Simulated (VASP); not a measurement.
# ZnO in VASP: single point with PBE

Aim: the single point of ZnO with PBE.

Program: VASP 6.6.1. These are calculated values, not measurements. Logs are shortened: lines on timing, memory, paths and dates and some standing lists are left out, and cuts for length are marked.

### 1 The cell of the first run

The cell holds a slab with vacuum, 24 atoms: a = 6.559 Å, b = 5.293 Å, c = 22.627 Å, α = 90.00°, β = 90.00°, γ = 90.00°.

### 2 Single point, PBE

INCAR reads:

```
SYSTEM = ZnO
PREC = Accurate ; ENCUT = 520
EDIFF = 1E-7 ; ISMEAR = 0
SIGMA = 0.05 ; LREAL = Auto
LASPH = .True. ; NELM = 60
ALGO = Normal ; ISIF = 2
LWAVE = .False. ; LCHARG = .True.
LDIPOL = .True. ; IDIPOL = 3
DIPOL = 0.5 0.5 0.498 ; GGA = PE
LELF = .True. ; LVHAR = .True.
LVACPOTAV = .True. ; NBANDS = 126
```

KPOINTS reads:

```
Automatic mesh
0
Gamma
  3 3 1
  0 0 0
```

POSCAR reads:

```
ZnO
1.0
    6.5589506444      0.0000000000      0.0000000000
    0.0000000000      5.2931304608      0.0000000000
    0.0000000000      0.0000000000     22.6269208602
Zn O
12 12
Direct
    0.5000000000      0.9984973121      0.3535611429
    0.0000000000      0.9984973121      0.3535611429
    0.7500000000      0.4984973121      0.3954008164
    0.2500000000      0.4984973121      0.3954008164
    0.7500000000      0.9984973121      0.4790801633
    0.2500000000      0.9984973121      0.4790801633
    0.0000000000      0.4939173381      0.5176494942
    0.5000000000      0.4939173381      0.5176494942
    0.0000000000      0.9949963465      0.6082399767
    0.5000000000      0.9949963465      0.6082399767
    0.2500000000      0.4589359519      0.6305083123
    0.7500000000      0.4589359519      0.6305083123
    0.5000000000      0.6194026879      0.3535611429
    0.0000000000      0.6194026879      0.3535611429
    0.7500000000      0.1194026879      0.3954008164
    0.2500000000      0.1194026879      0.3954008164
    0.7500000000      0.6194026879      0.4790801633
    0.2500000000      0.6194026879      0.4790801633
    0.0000000000      0.1171899266      0.5197864171
    0.5000000000      0.1171899266      0.5197864171
    0.0000000000      0.6174182887      0.6040428431
    0.5000000000      0.6174182887      0.6040428431
    0.2500000000      0.1117111564      0.6440644251
    0.7500000000      0.1117111564      0.6440644251
```

Potentials or basis: VASP PAW PBE potentials, release 64 (Zn, O).

On the command line:

```console
$ cat potpaw_PBE.64/Zn/POTCAR potpaw_PBE.64/O/POTCAR > POTCAR
$ mpirun -np 1 vasp_std > vasp.out
```

OUTCAR:

```text
SYSTEM = ZnO
   PREC = Accurate
   ENCUT = 520
   EDIFF = 1E-7
   ISMEAR = 0
   LREAL = Auto
   LASPH = .True.
   NELM = 60
   ISIF = 2
   GGA = PE

 ion  position               nearest neighbor table
   1  0.500  0.998  0.354-  15 2.00  16 2.00  13 2.01
   2  0.000  0.998  0.354-  15 2.00  16 2.00  14 2.01
   3  0.750  0.498  0.395-  17 2.00  14 2.00  13 2.00  15 2.01
   4  0.250  0.498  0.395-  18 2.00  14 2.00  13 2.00  16 2.01
   5  0.750  0.998  0.479-  19 1.98  20 1.98  15 2.00  17 2.01
   6  0.250  0.998  0.479-  19 1.98  20 1.98  16 2.00  18 2.01
   7  0.000  0.494  0.518-  17 1.97  18 1.97  19 1.99  21 2.06  11 3.04  12 3.04
   8  0.500  0.494  0.518-  17 1.97  18 1.97  20 1.99  22 2.06  11 3.04  12 3.04
   9  0.000  0.995  0.608-  23 1.93  24 1.93  21 2.00  19 2.10  11 3.00  12 3.00
  10  0.500  0.995  0.608-  23 1.93  24 1.93  22 2.00  20 2.10  11 3.00  12 3.00
  11  0.250  0.459  0.631-  23 1.86  22 1.94  21 1.94  10 3.00   9 3.00   8 3.04   7 3.04
  12  0.750  0.459  0.631-  24 1.86  22 1.94  21 1.94  10 3.00   9 3.00   8 3.04   7 3.04
  13  0.500  0.619  0.354-   3 2.00   4 2.00   1 2.01
  14  0.000  0.619  0.354-   3 2.00   4 2.00   2 2.01
  15  0.750  0.119  0.395-   5 2.00   2 2.00   1 2.00   3 2.01
  16  0.250  0.119  0.395-   6 2.00   2 2.00   1 2.00   4 2.01
  17  0.750  0.619  0.479-   7 1.97   8 1.97   3 2.00   5 2.01
  18  0.250  0.619  0.479-   7 1.97   8 1.97   4 2.00   6 2.01
  19  0.000  0.117  0.520-   5 1.98   6 1.98   7 1.99   9 2.10
  20  0.500  0.117  0.520-   5 1.98   6 1.98   8 1.99  10 2.10
  21  0.000  0.617  0.604-  11 1.94  12 1.94   9 2.00   7 2.06
  22  0.500  0.617  0.604-  11 1.94  12 1.94  10 2.00   8 2.06
  23  0.250  0.112  0.644-  11 1.86  10 1.93   9 1.93
  24  0.750  0.112  0.644-  12 1.86  10 1.93   9 1.93
[... 8 lines left out ...]
 A1 = (   0.0000000000,  -5.2931304608,   0.0000000000)
 A2 = (   6.5589506444,   0.0000000000,   0.0000000000)
 A3 = (   0.0000000000,   0.0000000000,  22.6269208602)

Analysis of symmetry for initial positions (statically):
=====================================================================
 Subroutine PRICEL returns following result:

  LATTYP: Found a simple orthorhombic cell.
 ALAT       =     3.2794753222
 B/A-ratio  =     1.6140174695
 C/A-ratio  =     6.8995551535

  Lattice vectors:

 A1 = (   3.2794753222,   0.0000000000,   0.0000000000)
 A2 = (   0.0000000000,   5.2931304608,   0.0000000000)
 A3 = (   0.0000000000,   0.0000000000,  22.6269208602)

   2 primitive cells build up your supercell.

 Routine SETGRP: Setting up the symmetry group for a
 simple orthorhombic supercell.

 Subroutine GETGRP returns: Found  2 space group operations
 (whereof  2 operations were pure point group operations)
 out of a pool of  8 trial point group operations.

The static configuration has the point symmetry C_1h.

Analysis of symmetry for dynamics (positions and initial velocities):
=====================================================================
 Subroutine PRICEL returns following result:

  LATTYP: Found a simple orthorhombic cell.
 ALAT       =     3.2794753222
 B/A-ratio  =     1.6140174695
 C/A-ratio  =     6.8995551535

  Lattice vectors:

 A1 = (   3.2794753222,   0.0000000000,   0.0000000000)
 A2 = (   0.0000000000,   5.2931304608,   0.0000000000)
 A3 = (   0.0000000000,   0.0000000000,  22.6269208602)

   2 primitive cells build up your supercell.

 Routine SETGRP: Setting up the symmetry group for a
 simple orthorhombic supercell.

 Subroutine GETGRP returns: Found  2 space group operations
 (whereof  2 operations were pure point group operations)
 out of a pool of  8 trial point group operations.

The dynamic configuration has the point symmetry C_1h.

 Subroutine INISYM returns: Found  2 space group operations
 (whereof  2 operations are pure point group operations),
 and found     2 'primitive' translations

----------------------------------------------------------------------------------------

                                     Primitive cell

  volume of cell :     392.7737

  direct lattice vectors                    reciprocal lattice vectors
     3.279475322  0.000000000  0.000000000     0.304926826  0.000000000  0.000000000
     0.000000000  5.293130461  0.000000000     0.000000000  0.188924117  0.000000000
     0.000000000  0.000000000 22.626920860     0.000000000  0.000000000  0.044195143
[... 34 lines left out ...]

 KPOINTS: Automatic mesh

Automatic generation of k-mesh.
 Grid dimensions read from file:
 generate k-points for:    3    3    1

 Generating k-lattice:

  Cartesian coordinates                     Fractional coordinates (reciprocal lattice)
     0.050821138  0.000000000  0.000000000     0.333333333  0.000000000  0.000000000
     0.000000000  0.062974706  0.000000000     0.000000000  0.333333333  0.000000000
     0.000000000  0.000000000  0.044195143     0.000000000  0.000000000  1.000000000

  Length of vectors
     0.050821138  0.062974706  0.044195143

  Shift w.r.t. Gamma in fractional coordinates (k-lattice)
     0.000000000  0.000000000  0.000000000

 Subroutine IBZKPT returns following result:
 ===========================================

 Found      4 irreducible k-points:

 Following reciprocal coordinates:
            Coordinates               Weight
  0.000000  0.000000  0.000000      1.000000
  0.333333  0.000000  0.000000      2.000000
  0.000000  0.333333  0.000000      2.000000
  0.333333  0.333333  0.000000      4.000000
   k-points           NKPTS =      4   k-points in BZ     NKDIM =      4   number of bands    NBANDS=    126
   number of dos      NEDOS =    301   number of ions     NIONS =     24
   total plane-waves  NPLWV = 336000
   dimension x,y,z NGX =    50 NGY =   40 NGZ =  168
   dimension x,y,z NGXF=   100 NGYF=   80 NGZF=  336
   ions per type =              12  12
   NGX,Y,Z   is equivalent  to a cutoff of  12.67, 12.56, 12.34 a.u.
   NGXF,Y,Z  is equivalent  to a cutoff of  25.35, 25.13, 24.69 a.u.
 SYSTEM =  ZnO
   PREC   = accura    normal or accurate (medium, high low for compatibility)
   ISTART =      0    job   : 0-new  1-cont  2-samecut
   ICHARG =      2    charge: 1-file 2-atom 10-const
   ISPIN  =      1    spin polarized calculation?
   LNONCOLLINEAR =      F non collinear calculations
   LSORBIT =      F    spin-orbit coupling
   LASPH  =      T    aspherical Exc in radial PAW
   ENCUT  =  520.0 eV  38.22 Ry    6.18 a.u.  12.20  9.84 42.07*2*pi/ulx,y,z
   NELM   =     60;   NELMIN=  2; NELMDL= -5     # of ELM steps
   EDIFF  = 0.1E-06   stopping-criterion for ELM
   LREAL  =      T    real-space projection
   EDIFFG = 0.1E-05   stopping-criterion for IOM
   NSW    =      0    number of steps for IOM
   IBRION =     -1    ionic relax: 0-MD 1-quasi-New 2-CG
   NFREE  =      0    steps in history (QN), initial steepest desc. (CG)
   ISIF   =      2    stress and relaxation
   ISYM   =      2    0-nonsym 1-usesym 2-fastsym
   POTIM  = 0.5000    time-step for ionic-motion
   TEBEG  =    0.0;   TEEND  =   0.0 temperature during run
   PSTRESS=    0.0 pullay stress
   NELECT =     216.0000    total number of electrons
   NUPDOWN=      -1.0000    fix difference up-down
   EMIN   =  10.00;   EMAX   =-10.00  energy-range for DOS
   EFERMI =   0.00;   METHOD = LEGACY
   ISMEAR =     0;   SIGMA  =   0.05  broadening in eV -4-tet -1-fermi 0-gaus
   EFERMI_NEDOS =   21; number of points for ismear=-14 and -15
   IALGO  =     38    algorithm
   IMIX   =      4    mixing-type and parameters
     AMIX     =   0.40;   BMIX     =  1.00
     AMIX_MAG =   1.60;   BMIX_MAG =  1.00
  volume/ion in A,a.u.               =      32.73       220.88
  Fermi-wavevector in a.u.,A,eV,Ry     =   1.064556  2.011720 15.419210  1.133280
  Thomas-Fermi vector in A             =   2.200079
   LORBIT       =      0    0 simple, 1 ext, 2 COOP (PROOUT), +10 PAW based schemes
   GGA     = PE    functional components
   LHFCALC =     F    Hartree Fock is set to
   AEXX    =    0.0000 exact exchange contribution
   IVDW    =     0    specifies the selected vdW correction
   LEPSILON=     F    determine dielectric tensor
   LRPA    =     F    only Hartree local field effects (RPA)
 non-spin polarized calculation
 Gauss-broadening in eV      SIGMA  =   0.05
  energy-cutoff  :      520.00
  volume of cell :      785.55
 maximum number of plane-waves:     21171
 NGX is ok and might be reduce to    50
   NGX = 25   NGY = 19   NGZ = 85

 dipolmoment           0.000000      0.000000     -0.000001 electrons x Angstroem

 number of electron     216.0000076 magnetization

 dipolmoment           0.000000      0.000000      0.095407 electrons x Angstroem

 Free energy of the ion-electron system (eV)
  ---------------------------------------------------
  ext. energy  EPLUGINS =         0.00000000
  ---------------------------------------------------
  free energy    TOTEN  =      -102.74651440 eV

  energy without entropy =     -102.74651440  energy(sigma->0) =     -102.74651440

 E-fermi :  -2.7080     XC(G=0):  -4.5948

 val. band max:       -2.9389806353   @ k =   0.0000   0.0000   0.0000
 cond. band min:      -2.2530832568   @ k =   0.0000   0.0000   0.0000
 fundamental gap:      0.6858973784
 Fermi energy:        -2.7079714514

 k-point     1 :       0.0000    0.0000    0.0000
  band No.  band energies     occupation
      1     -21.1077      2.00000
      2     -20.9448      2.00000
      3     -20.7395      2.00000
      4     -20.7003      2.00000
      5     -20.6004      2.00000
      6     -20.3547      2.00000
[... 481 lines left out ...]
    119       2.9480      0.00000
    120       3.0699      0.00000
 [bands above 120 left out]

------------------------ aborting loop because EDIFF is reached ----------------------------------------

 vacuum level on the upper side and lower side of the slab       (xc-potential included)         0.091        -0.288

  FORCE on cell =-STRESS in cart. coord.  units (eV):
  Direction    XX          YY          ZZ          XY          YZ          ZX
  --------------------------------------------------------------------------------------
  -------------------------------------------------------------------------------------
  Total        3.1562370     -0.7626100      0.2950639      0.0000000      0.8137776      0.0000000
  in kB        6.4373596     -1.5553949      0.6018029      0.0000000      1.6597547      0.0000000
  external PRESSURE =       1.8279225 kB  Pullay stress =       0.0000000 kB

 VOLUME and BASIS-vectors are now :
 -----------------------------------------------------------------------------
  energy-cutoff  :      520.00
  volume of cell :      785.55
      direct lattice vectors                 reciprocal lattice vectors
     6.558950644  0.000000000  0.000000000     0.152463413  0.000000000  0.000000000
     0.000000000  5.293130461  0.000000000     0.000000000  0.188924117  0.000000000
     0.000000000  0.000000000 22.626920860     0.000000000  0.000000000  0.044195143

 POSITION                                       TOTAL-FORCE (eV/Angst)
 -----------------------------------------------------------------------------------
      3.27948      5.28518      8.00000        -0.000000     -1.343655      1.133752
      0.00000      5.28518      8.00000        -0.000000     -1.343655      1.133752
      4.91921      2.63861      8.94670        -0.000000      0.657700     -0.919803
      1.63974      2.63861      8.94670        -0.000000      0.657700     -0.919803
      4.91921      5.28518     10.84011        -0.000000     -0.161974      0.261299
      1.63974      5.28518     10.84011        -0.000000     -0.161974      0.261299
[... 16 lines left out ...]
      1.63974      0.59130     14.57319         0.000000     -0.062304      0.089686
      4.91921      0.59130     14.57319         0.000000     -0.062304      0.089686
 -----------------------------------------------------------------------------------
    total drift:                                0.000000     -0.003493      0.010656

  FREE ENERGIE OF THE ION-ELECTRON SYSTEM (eV)
  ---------------------------------------------------
  free  energy   TOTEN  =      -102.7465144012 eV

  energy  without entropy=     -102.7465144012  energy(sigma->0) =     -102.74651440

 vacuum level on the upper side and lower side of the slab         2.704         2.207
```

Run time: 17 min. Hardware: 1 thread of Intel Xeon Platinum 8488C (Sapphire Rapids), shared host; peak memory 0.79 GiB.

Results:

```yaml
Free_energy: -102.7465 eV
Largest_force: 1.758 eV/Å
Band_gap_on_the_k_mesh: 0.69 eV
Ionisation_potential_of_the_upper_face: 5.64 eV
```

Forces on the atoms (eV/Å):
```
Zn   0.000 -1.344  1.134
Zn   0.000 -1.344  1.134
Zn   0.000  0.658 -0.920
Zn   0.000  0.658 -0.920
Zn   0.000 -0.162  0.261
Zn   0.000 -0.162  0.261
Zn   0.000  0.000 -0.005
Zn   0.000  0.000 -0.005
Zn   0.000 -0.017 -0.040
Zn   0.000 -0.017 -0.040
Zn   0.000  0.052  0.027
Zn   0.000  0.052  0.027
O    0.000  0.702  0.179
O    0.000  0.702  0.179
O    0.000  0.090 -1.003
O    0.000  0.090 -1.003
O    0.000  0.058  0.232
O    0.000  0.058  0.232
O    0.000 -0.011  0.039
O    0.000 -0.011  0.039
O    0.000  0.038  0.005
O    0.000  0.038  0.005
O    0.000 -0.062  0.090
O    0.000 -0.062  0.090
```
